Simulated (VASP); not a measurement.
Input of a VASP 6.6.1 run:

INCAR

```
SYSTEM = Si2Sb2Se
PREC = Accurate
ENCUT = 600
EDIFF = 1E-6
ISMEAR = 0
SIGMA = 0.1
LREAL = .False.
LASPH = .True.
NELM = 60
ALGO = Normal
ISIF = 3
LWAVE = .False.
LCHARG = .False.
GGA = PE
IBRION = 2
NSW = 90
EDIFFG = -0.04
```

KPOINTS

```
regular mesh
0
Gamma
  6 6 2
  0 0 0
```

Contents of POSCAR:

```
Si2Sb2Se
1.0
    4.6716428000      0.0000000000      0.0000000000
   -2.3358214000      4.0457613400      0.0000000000
    0.0000000000      0.0000000000      7.6723387100
Si Sb Se
2 2 1
Direct
    0.6666666700      0.3333333300      0.6276000100
    0.3333333300      0.6666666700      0.3723999900
    0.6666666700      0.3333333300      0.2499200000
    0.3333333300      0.6666666700      0.7500800000
    0.0000000000      0.0000000000      0.0000000000
```

Potentials or basis: VASP PAW PBE potentials, release 64 (Si, Sb, Se).

The run is started by

```bash
$ cat potpaw_PBE.64/Si/POTCAR potpaw_PBE.64/Sb/POTCAR potpaw_PBE.64/Se/POTCAR > POTCAR
$ mpirun -np 1 vasp_std > vasp.out
```

**Question.** Predict the relaxed volume.

**Answer.** 22.87 Å³/atom.

**Question.** Estimate the space group after relaxing (to 0.05 Å).

**Answer.** P-3m1 (No. 164).

**Question.** What does it give for the band gap on the k mesh?

**Answer.** Zero (band 12 reaches 8.83 eV, above the bottom of band 13 at 6.61 eV).

Final structure:
```
Si Sb Se
1.0
     3.80914    0.00000    0.00000
    -1.90457    3.29881    0.00000
     0.00000    0.00000    9.10011
Si Sb Se
2 2 1
Direct
  0.66667 0.33333 0.56802
  0.33333 0.66667 0.43198
  0.66667 0.33333 0.22110
  0.33333 0.66667 0.77890
  0.00000 0.00000 0.00000
```

Caveat: the k points lie up to 0.35 Å⁻¹ apart in the final cell; the volume moved by over 15 % at a fixed basis, so the end points are rough; spin-orbit coupling is left out, which moves the levels of the heavy elements.
